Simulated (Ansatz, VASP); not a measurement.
**Two plane-wave programs on WS2**

Contents of INCAR:

```
SYSTEM = WS2
ALGO = Normal
EDIFF = 1E-6
ENCUT = 520
GGA = PE
ISIF = 2
ISMEAR = 0
LASPH = .True.
LCHARG = .True.
LELF = .True.
LREAL = .False.
LVHAR = .True.
LWAVE = .False.
NBANDS = 20
NELM = 60
PREC = Accurate
SIGMA = 0.03
```

File KPOINTS:

```
k-points
0
Gamma
  10 10 2
  0 0 0
```

POSCAR

```
WS2
1.0
    3.1835163552      0.0000000000      0.0000000000
   -1.5917581776      2.7570060369      0.0000000000
    0.0000000000      0.0000000000     16.9505778900
W S
1 2
Direct
    0.0000000000      0.0000000000      0.0000000000
    0.3333333333      0.6666666667      0.0920005100
    0.3333333333      0.6666666667      0.9079994900
```

File input.yaml:

```yaml
crystal:
  lattice:
    - [3.1835163552, 0.0, 0.0]
    - [-1.5917581776, 2.7570060369, 0.0]
    - [0.0, 0.0, 16.95057789]
  atoms:
    - { symbol: W, position: [0.0, 0.0, 0.0] }
    - { symbol: S, position: [0.3333333333, 0.6666666667, 0.09200051] }
    - { symbol: S, position: [0.3333333333, 0.6666666667, 0.90799949] }
hamiltonian:
  xc: pbe
  pseudopotentials: { kind: paw }
kpoints:
  mp_grid: { grid: [10, 10, 2] }
scf:
  occupations: { method: gaussian, width: 0.03 }
output:
  forces: true
  stress: true
  eigenvalues: true
```

Alike in both runs: task single point; functional PBE; k mesh 10 × 10 × 2; occupations gaussian, width 0.03 eV; no spin polarisation.

|  | VASP | Ansatz |
| --- | --- | --- |
| version | VASP 6.6.1 | Ansatz 0.2.0 |
| potentials or method | VASP PAW PBE potentials, release 64 (W_sv, S) | Ansatz PAW |
| plane-wave cutoff (eV) | 520 | 420 |
| valence electrons in the cell | 26 | 26 |

```tsv
	VASP	Ansatz	Ansatz less VASP
gap on the k mesh at the Fermi level (eV)	2.00	1.99	-0.013
least direct gap on the mesh (eV)	2.16	2.15	-0.003
rms of the force components (eV/Å)	0.124	0.122	-0.0017
```

Atom by atom the forces differ by 0.002 eV/Å (rms over components).

Spin-orbit coupling is off throughout.
